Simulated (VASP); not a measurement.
A run of VASP 6.6.1 is set up as follows.

INCAR

```
SYSTEM = ScAl4As
PREC     = Accurate       ! precision mode
ENCUT    = 520            ! plane-wave cutoff, eV
EDIFF    = 1E-7           ! SCF threshold, eV
ISMEAR   = 0              ! smearing method
SIGMA    = 0.1            ! smearing width, eV
LREAL    = .False.        ! projectors in reciprocal space
LASPH    = .True.         ! aspherical terms in the spheres
NELM     = 150            ! most SCF steps
ALGO     = Normal         ! electronic algorithm
ISIF     = 2              ! what is computed and relaxed
LWAVE    = .False.        ! write WAVECAR
LCHARG   = .False.        ! write CHGCAR
ISPIN    = 2              ! spin polarisation
MAGMOM   = 1 0 0 0 0 0    ! initial moments
LORBIT   = 11             ! projections on sites
LMAXMIX  = 4              ! l up to which the mixer works
GGA      = PE             ! functional
NBANDS   = 27             ! bands
```

Contents of KPOINTS:

```
regular mesh
0
Gamma
  4 4 4
  0 0 0
```

File POSCAR:

```
ScAl4As
1.0
    0.0000000000      3.8506696600      3.8506696600
    3.8506696600      0.0000000000      3.8506696600
    3.8506696600      3.8506696600      0.0000000000
Sc Al As
1 4 1
Direct
    0.2500000000      0.2500000000      0.2500000000
    0.6242243300      0.1273270000      0.6242243300
    0.6242243300      0.6242243300      0.1273270000
    0.6242243300      0.6242243300      0.6242243300
    0.1273270000      0.6242243300      0.6242243300
    0.0000000000      0.0000000000      0.0000000000
```

Potentials or basis: VASP PAW PBE potentials, release 64 (Sc_sv, Al, As).

Launch:

```bash
$ cat potpaw_PBE.64/Sc_sv/POTCAR potpaw_PBE.64/Al/POTCAR potpaw_PBE.64/As/POTCAR > POTCAR
$ mpirun -np 1 vasp_std > vasp.out
```

Question: Estimate the net moment.

Answer: 0.78 μB per cell.

Question: Estimate the site moments.

Answer: Sc +0.26; Al +0.01; As +0.07 μB.

Question: Predict the largest force.

Answer: 0.016 eV/Å.

Forces on the atoms (eV/Å):
```
Sc   0.000  0.000  0.000
Al   0.009 -0.009  0.009
Al   0.009  0.009 -0.009
Al  -0.009 -0.009 -0.009
Al  -0.009  0.009  0.009
As   0.000  0.000  0.000
```

Caveat: the cell stands under tension.
